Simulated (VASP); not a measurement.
W, 1 atom in the cell. The structure is cubic, space group Im-3m (No. 229). The conventional cell has a = 3.165 Å, b = 3.165 Å, c = 3.165 Å, α = 90.00°, β = 90.00°, γ = 90.00°. W (site symmetry m-3m) has 14 W at 2.74 to 3.16 Å within 3.6 Å. 

- Program: VASP 6.6.1
- Task: single point
- Functional: PBE
- Potentials or basis: VASP PAW PBE potentials, release 64 (W_sv)
- Cutoff: 520 eV
- k mesh: 12 × 12 × 12
- Occupations: tetrahedron
- Spin: no spin polarisation
- Dipole correction: no
- Further INCAR settings: ALGO = Fast; EDIFF = 1e-07; NBANDS = 13

Potentials or basis: VASP PAW PBE potentials, release 64 (W_sv).

Command:

```sh
$ cat potpaw_PBE.64/W_sv/POTCAR > POTCAR
$ mpirun -np 1 vasp_std > vasp.out
```

Hardware: 1 thread of Intel(R) Xeon(R) Platinum 8375C CPU @ 2.90GHz (Ice Lake), with other jobs on the host.

**Question.** Estimate the wall time of this run.

**Answer.** Wall time 20 s on 1 thread of Intel(R) Xeon(R) Platinum 8375C CPU @ 2.90GHz (Ice Lake), on a shared host, peak memory 0.13 GiB. Counts: scf iterations 15, k points 72.
